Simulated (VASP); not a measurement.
# Li4F in VASP: further runs

Li4F is run at these levels: PBEsol; tasks: single point.

All numbers are computed with VASP 6.6.1; they aren't measurements. Logs are shortened: lines on timing, memory, paths and dates and some standing lists are left out, and cuts for length are marked.

## Step 1: The cell of the first run

The cell holds a slab with vacuum, 5 atoms: a = 3.053 Å, b = 3.053 Å, c = 25.477 Å, α = 90.00°, β = 90.00°, γ = 90.00°.

## Step 2: Single point, PBEsol

Input file INCAR:

```
SYSTEM = Li4F
  PREC = Accurate
  ENCUT = 520
  EDIFF = 1E-6
  ISMEAR = 0
  SIGMA = 0.1
  LREAL = .False.
  LASPH = .True.
  NELM = 100
  ALGO = Normal
  ISIF = 2
  LWAVE = .False.
  LCHARG = .False.
  LDIPOL = .True.
  IDIPOL = 3
  DIPOL = 0.5 0.5 0.507
  GGA = PS
  NBANDS = 18
```

Input file KPOINTS:

```
Automatic mesh
0
Gamma
  9 9 1
  0 0 0
```

Input file POSCAR:

```
Li4F
1.0
    3.0534023709      0.0000000000      0.0000000000
    0.0000000000      3.0534023709      0.0000000000
    0.0000000000      0.0000000000     25.4772445665
Li F
4 1
Direct
    0.5000000000      0.5000000000      0.3336310557
    0.0000000000      0.0000000000      0.4183765436
    0.5000000000      0.5000000000      0.5046860982
    0.0000000000      0.0000000000      0.6079269706
    0.0000000000      0.0000000000      0.6694881722
```

Potentials or basis: VASP PAW PBE potentials, release 64 (Li_sv, F).

On the command line:

```console
> cat potpaw_PBE.64/Li_sv/POTCAR potpaw_PBE.64/F/POTCAR > POTCAR
> mpirun -np 1 vasp_std > vasp.out
```

OUTCAR:

```text
SYSTEM = Li4F
   PREC = Accurate
   ENCUT = 520
   EDIFF = 1E-6
   ISMEAR = 0
   LREAL = .False.
   LASPH = .True.
   NELM = 100
   ISIF = 2
   GGA = PS

 ion  position               nearest neighbor table
   1  0.500  0.500  0.334-
   2  0.000  0.000  0.418-
   3  0.500  0.500  0.505-
   4  0.000  0.000  0.608-   5 1.57
   5  0.000  0.000  0.669-   4 1.57

  LATTYP: Found a simple tetragonal cell.
 ALAT       =     3.0534023709
 C/A-ratio  =     8.3438870715

  Lattice vectors:

 A1 = (   3.0534023709,   0.0000000000,   0.0000000000)
 A2 = (   0.0000000000,   3.0534023709,   0.0000000000)
 A3 = (   0.0000000000,   0.0000000000,  25.4772445665)

Analysis of symmetry for initial positions (statically):
=====================================================================
 Subroutine PRICEL returns:
 Original cell was already a primitive cell.

 Routine SETGRP: Setting up the symmetry group for a
 simple tetragonal supercell.

 Subroutine GETGRP returns: Found  8 space group operations
 (whereof  8 operations were pure point group operations)
 out of a pool of 16 trial point group operations.

The static configuration has the point symmetry C_4v.

Analysis of symmetry for dynamics (positions and initial velocities):
=====================================================================
 Subroutine PRICEL returns:
 Original cell was already a primitive cell.

 Routine SETGRP: Setting up the symmetry group for a
 simple tetragonal supercell.

 Subroutine GETGRP returns: Found  8 space group operations
 (whereof  8 operations were pure point group operations)
 out of a pool of 16 trial point group operations.

The dynamic configuration has the point symmetry C_4v.

 Subroutine INISYM returns: Found  8 space group operations
 (whereof  8 operations are pure point group operations),
 and found     1 'primitive' translations

----------------------------------------------------------------------------------------

                                     Primitive cell

  volume of cell :     237.5311

  direct lattice vectors                    reciprocal lattice vectors
     3.053402371  0.000000000  0.000000000     0.327503512  0.000000000  0.000000000
     0.000000000  3.053402371  0.000000000     0.000000000  0.327503512  0.000000000
     0.000000000  0.000000000 25.477244567     0.000000000  0.000000000  0.039250712

  length of vectors
     3.053402371  3.053402371 25.477244567     0.327503512  0.327503512  0.039250712

  position of ions in fractional coordinates (direct lattice)
     0.500000000  0.500000000  0.333631056
     0.000000000  0.000000000  0.418376544
     0.500000000  0.500000000  0.504686098
     0.000000000  0.000000000  0.607926971
     0.000000000  0.000000000  0.669488172

  ion indices of the primitive-cell ions
   primitive index   ion index
                 1           1
                 2           2
                 3           3
                 4           4
                 5           5

----------------------------------------------------------------------------------------

 KPOINTS: Automatic mesh

Automatic generation of k-mesh.
 Grid dimensions read from file:
 generate k-points for:    9    9    1

 Generating k-lattice:

  Cartesian coordinates                     Fractional coordinates (reciprocal lattice)
     0.036389279  0.000000000  0.000000000     0.111111111  0.000000000  0.000000000
     0.000000000  0.036389279  0.000000000     0.000000000  0.111111111  0.000000000
     0.000000000  0.000000000  0.039250712     0.000000000  0.000000000  1.000000000

  Length of vectors
     0.036389279  0.036389279  0.039250712

  Shift w.r.t. Gamma in fractional coordinates (k-lattice)
     0.000000000  0.000000000  0.000000000

 Subroutine IBZKPT returns following result:
 ===========================================

 Found     15 irreducible k-points:

 Following reciprocal coordinates:
            Coordinates               Weight
  0.000000  0.000000  0.000000      1.000000
  0.111111  0.000000  0.000000      4.000000
  0.222222  0.000000  0.000000      4.000000
  0.333333  0.000000  0.000000      4.000000
  0.444444  0.000000  0.000000      4.000000
  0.111111  0.111111  0.000000      4.000000
  0.222222  0.111111  0.000000      8.000000
  0.333333  0.111111  0.000000      8.000000
  0.444444  0.111111  0.000000      8.000000
  0.222222  0.222222  0.000000      4.000000
  0.333333  0.222222  0.000000      8.000000
  0.444444  0.222222  0.000000      8.000000
  0.333333  0.333333  0.000000      4.000000
  0.444444  0.333333  0.000000      8.000000
  0.444444  0.444444  0.000000      4.000000
   k-points           NKPTS =     15   k-points in BZ     NKDIM =     15   number of bands    NBANDS=     18
   number of dos      NEDOS =    301   number of ions     NIONS =      5
   total plane-waves  NPLWV = 110592
   dimension x,y,z NGX =    24 NGY =   24 NGZ =  192
   dimension x,y,z NGXF=    48 NGYF=   48 NGZF=  384
   ions per type =               4   1
   NGX,Y,Z   is equivalent  to a cutoff of  13.07, 13.07, 12.53 a.u.
   NGXF,Y,Z  is equivalent  to a cutoff of  26.13, 26.13, 25.06 a.u.
 SYSTEM =  Li4F
   PREC   = accura    normal or accurate (medium, high low for compatibility)
   ISTART =      0    job   : 0-new  1-cont  2-samecut
   ICHARG =      2    charge: 1-file 2-atom 10-const
   ISPIN  =      1    spin polarized calculation?
   LNONCOLLINEAR =      F non collinear calculations
   LSORBIT =      F    spin-orbit coupling
   LASPH  =      T    aspherical Exc in radial PAW
   ENCUT  =  520.0 eV  38.22 Ry    6.18 a.u.   5.68  5.68 47.37*2*pi/ulx,y,z
   NELM   =    100;   NELMIN=  2; NELMDL= -5     # of ELM steps
   EDIFF  = 0.1E-05   stopping-criterion for ELM
   LREAL  =      F    real-space projection
[... 7 lines left out ...]
   TEBEG  =    0.0;   TEEND  =   0.0 temperature during run
   PSTRESS=    0.0 pullay stress
   NELECT =      19.0000    total number of electrons
   NUPDOWN=      -1.0000    fix difference up-down
   EMIN   =  10.00;   EMAX   =-10.00  energy-range for DOS
   EFERMI =   0.00;   METHOD = LEGACY
   ISMEAR =     0;   SIGMA  =   0.10  broadening in eV -4-tet -1-fermi 0-gaus
   EFERMI_NEDOS =   21; number of points for ismear=-14 and -15
   IALGO  =     38    algorithm
   IMIX   =      4    mixing-type and parameters
     AMIX     =   0.40;   BMIX     =  1.00
     AMIX_MAG =   1.60;   BMIX_MAG =  1.00
  volume/ion in A,a.u.               =      47.51       320.59
  Fermi-wavevector in a.u.,A,eV,Ry     =   0.705374  1.332963  6.769604  0.497552
  Thomas-Fermi vector in A             =   1.790868
   LORBIT       =      0    0 simple, 1 ext, 2 COOP (PROOUT), +10 PAW based schemes
   GGA     = PS    functional components
   LHFCALC =     F    Hartree Fock is set to
   AEXX    =    0.0000 exact exchange contribution
   IVDW    =     0    specifies the selected vdW correction
   LEPSILON=     F    determine dielectric tensor
   LRPA    =     F    only Hartree local field effects (RPA)
 non-spin polarized calculation
 Gauss-broadening in eV      SIGMA  =   0.10
  energy-cutoff  :      520.00
  volume of cell :      237.53
 maximum number of plane-waves:      6444
 NGX is ok and might be reduce to    24
   NGX = 11   NGY = 11   NGZ = 95

 number of electron      19.0000024 magnetization

 dipolmoment           0.000000      0.000000      0.410517 electrons x Angstroem

 Free energy of the ion-electron system (eV)
  ---------------------------------------------------
  ext. energy  EPLUGINS =         0.00000000
  ---------------------------------------------------
  free energy    TOTEN  =       -11.38909694 eV

  energy without entropy =      -11.36490226  energy(sigma->0) =      -11.37699960

 E-fermi :  -4.5124     XC(G=0):  -3.4016

 val. band max:       -4.5285021056   @ k =   0.2222   0.0000   0.0000
 cond. band min:      -4.4952106630   @ k =   0.3333   0.0000   0.0000
 fundamental gap:      0.0332914426
 Fermi energy:        -4.5124292373

 k-point     1 :       0.0000    0.0000    0.0000
  band No.  band energies     occupation
      1     -50.9517      2.00000
      2     -50.5882      2.00000
      3     -50.3540      2.00000
      4     -48.3577      2.00000
      5     -23.6698      2.00000
      6      -7.6993      2.00000
[... 10 lines left out ...]
     17       3.9385      0.00000
     18       4.4467      0.00000

 k-point     2 :       0.1111    0.0000    0.0000
  band No.  band energies     occupation
      1     -50.9510      2.00000
      2     -50.5875      2.00000
      3     -50.3533      2.00000
      4     -48.3570      2.00000
      5     -23.6573      2.00000
      6      -7.5507      2.00000
[... 10 lines left out ...]
     17       3.0246      0.00000
     18       4.0220      0.00000

 k-point     3 :       0.2222    0.0000    0.0000
  band No.  band energies     occupation
      1     -50.9491      2.00000
      2     -50.5855      2.00000
      3     -50.3514      2.00000
      4     -48.3550      2.00000
      5     -23.6258      2.00000
      6      -7.1060      2.00000
[... 10 lines left out ...]
     17       1.9361      0.00000
     18       3.3045      0.00000

 k-point     4 :       0.3333    0.0000    0.0000
  band No.  band energies     occupation
      1     -50.9469      2.00000
      2     -50.5833      2.00000
      3     -50.3492      2.00000
      4     -48.3528      2.00000
      5     -23.5894      2.00000
      6      -6.3710      2.00000
[... 186 lines left out ...]
      4     -48.3480      2.00000
      5     -23.5146      2.00000
      6      -5.3738      2.00000
[... 10 lines left out ...]
     17       2.3240      0.00000
     18       2.6104      0.00000

 k-point    14 :       0.4444    0.3333    0.0000
  band No.  band energies     occupation
      1     -50.9408      2.00000
      2     -50.5771      2.00000
      3     -50.3430      2.00000
      4     -48.3466      2.00000
      5     -23.4924      2.00000
      6      -5.4904      2.00000
[... 10 lines left out ...]
     17       2.2477      0.00000
     18       2.7095      0.00000

 k-point    15 :       0.4444    0.4444    0.0000
  band No.  band energies     occupation
      1     -50.9394      2.00000
      2     -50.5757      2.00000
      3     -50.3416      2.00000
      4     -48.3452      2.00000
      5     -23.4707      2.00000
      6      -5.4204      2.00000
[... 10 lines left out ...]
     17       1.1901      0.00000
     18       1.8769      0.00000

------------------------ aborting loop because EDIFF is reached ----------------------------------------

 vacuum level on the upper side and lower side of the slab       (xc-potential included)         3.715        -4.067

  FORCE on cell =-STRESS in cart. coord.  units (eV):
  Direction    XX          YY          ZZ          XY          YZ          ZX
  --------------------------------------------------------------------------------------
  -------------------------------------------------------------------------------------
  Total        0.0505655      0.0505655      0.2158507      0.0000000     -0.0000000      0.0000000
  in kB        0.3410710      0.3410710      1.4559403      0.0000000     -0.0000000      0.0000000
  external PRESSURE =       0.7126941 kB  Pullay stress =       0.0000000 kB

 VOLUME and BASIS-vectors are now :
 -----------------------------------------------------------------------------
  energy-cutoff  :      520.00
  volume of cell :      237.53
      direct lattice vectors                 reciprocal lattice vectors
     3.053402371  0.000000000  0.000000000     0.327503512  0.000000000  0.000000000
     0.000000000  3.053402371  0.000000000     0.000000000  0.327503512  0.000000000
     0.000000000  0.000000000 25.477244567     0.000000000  0.000000000  0.039250712

 POSITION                                       TOTAL-FORCE (eV/Angst)
 -----------------------------------------------------------------------------------
      1.52670      1.52670      8.50000        -0.000000      0.000000      0.010554
      0.00000      0.00000     10.65908         0.000000      0.000000     -0.014110
      1.52670      1.52670     12.85801         0.000000      0.000000     -0.001190
      0.00000      0.00000     15.48830         0.000000      0.000000     -0.172295
      0.00000      0.00000     17.05671         0.000000      0.000000      0.177041
 -----------------------------------------------------------------------------------
    total drift:                                0.000000      0.000000      0.002076

  FREE ENERGIE OF THE ION-ELECTRON SYSTEM (eV)
  ---------------------------------------------------
  free  energy   TOTEN  =       -11.3890969443 eV

  energy  without entropy=      -11.3649022602  energy(sigma->0) =      -11.37699960

 vacuum level on the upper side and lower side of the slab         6.530        -1.414
```

Wall time 98 s (1 thread of Intel Xeon Platinum 8488C (Sapphire Rapids), shared host); peak memory 0.34 GiB.

Results:

* Free energy: -11.3891 eV
* Largest force: 0.177 eV/Å
* Band gap on the k mesh: zero (an odd number of electrons rules out a gap without spin polarisation)

Forces on the atoms (eV/Å):
```
Li   0.000  0.000  0.011
Li   0.000  0.000 -0.014
Li   0.000  0.000 -0.001
Li   0.000  0.000 -0.172
F    0.000  0.000  0.177
```

Levels at points of the mesh, in eV from the Fermi level:
| k point | band 6 | band 7 | band 8 | band 9 | band 10 | band 11 | band 12 | band 13 | band 14 | band 15 |
| --- | --- | --- | --- | --- | --- | --- | --- | --- | --- | --- |
| (0.00, 0.00, 0.00) | -3.19 | -2.20 | -0.99 | -0.75 | -0.06 | -0.06 | 0.59 | 3.13 | 4.37 | 5.15 |

Caveat: the cutoff is under 1.25 times the usual one of these potentials, so pressure, stress and relaxed cells hold a basis-set (Pulay) error; the PAW data sets were made with another functional, which shifts forces and pressure a little; an odd number of electrons without spin polarisation forces a metal; a magnetic or distorted state may lie lower.

## Step 3: Single point, PBEsol

Input file INCAR:

```
SYSTEM = Li4F
PREC = Accurate ; ENCUT = 520
EDIFF = 1E-7 ; ISMEAR = 0
SIGMA = 0.1 ; LREAL = .False.
LASPH = .True. ; NELM = 80
ALGO = Normal ; ISIF = 2
LWAVE = .False. ; LCHARG = .False.
LDIPOL = .True. ; IDIPOL = 3
DIPOL = 0.5 0.5 0.480 ; GGA = PS
NBANDS = 18
```

KPOINTS is that of step 2.

Input file POSCAR:

```
Li4F
1.0
    3.0534023709      0.0000000000      0.0000000000
    0.0000000000      3.0534023709      0.0000000000
    0.0000000000      0.0000000000     25.4772445665
Li F
4 1
Direct
    0.5000000000      0.5000000000      0.3336310557
    0.0000000000      0.0000000000      0.4183765436
    0.5000000000      0.5000000000      0.4996625238
    0.0000000000      0.0000000000      0.5735080687
    0.5000000000      0.5000000000      0.5757113943
```

Potentials or basis: VASP PAW PBE potentials, release 64 (Li_sv, F).

On the command line:

```console
> cat potpaw_PBE.64/Li_sv/POTCAR potpaw_PBE.64/F/POTCAR > POTCAR
> mpirun -np 1 vasp_std > vasp.out
```

Wall time 84 s (1 thread of Intel Xeon Platinum 8488C (Sapphire Rapids), shared host); peak memory 0.34 GiB.

Results (log left out):

| Quantity | Value |
| --- | --- |
| Free energy | -14.8464 eV |
| Largest force | 0.012 eV/Å |
| Band gap on the k mesh | zero (an odd number of electrons rules out a gap without spin polarisation) |

Forces in eV/Å, atoms in the order of the input:
```
Li   0.000  0.000 -0.011
Li   0.000  0.000  0.003
Li   0.000  0.000 -0.005
Li   0.000  0.000  0.001
F    0.000  0.000  0.012
```

Levels at points of the mesh, in eV from the Fermi level:
```
           k point  band 8  band 9  band 10  band 11  band 12  band 13
(0.00, 0.00, 0.00)   -6.53   -3.19    -1.93    -0.17     0.54     1.56
```

Caveat: the cutoff is under 1.25 times the usual one of these potentials, so pressure, stress and relaxed cells hold a basis-set (Pulay) error; the PAW data sets were made with another functional, which shifts forces and pressure a little; an odd number of electrons without spin polarisation forces a metal; a magnetic or distorted state may lie lower.
